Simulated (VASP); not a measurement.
A run of VASP 6.6.1:

INCAR

```
SYSTEM = Sb
  PREC = Accurate
  ENCUT = 520
  EDIFF = 1E-8
  ISMEAR = -1
  SIGMA = 0.05
  LREAL = .FALSE.
  LASPH = .TRUE.
  NELM = 80
  ALGO = Normal
  ISIF = 2
  LWAVE = .FALSE.
  LCHARG = .FALSE.
  GGA = PE
  LEFG = .TRUE.
  NBANDS = 12
```

The input KPOINTS:

```
regular mesh
0
G
  9 9 9
  0 0 0
```

Contents of POSCAR:

```
Sb
1.0
    2.1927796744      1.2660019353      3.8174304072
   -2.1927796744      1.2660019353      3.8174304072
    0.0000000000     -2.5320038705      3.8174304072
Sb
2
Direct
    0.2336400000      0.2336400000      0.2336400000
    0.7663600000      0.7663600000      0.7663600000
```

Potentials or basis: VASP PAW PBE potentials, release 64 (Sb).

Launch:

```console
$ cat potpaw_PBE.64/Sb/POTCAR > POTCAR
$ mpirun -np 1 vasp_std > vasp.out
```

Hardware: 1 thread of AMD EPYC 9R45 96-Core Processor (Zen 5), on a shared host.

Task: Estimate the wall time of this run.

Result: It took 29 s on 1 thread of AMD EPYC 9R45 96-Core Processor (Zen 5), with other jobs on the host, peak memory 0.2 GiB. Counts: scf iterations 14, k points 85.
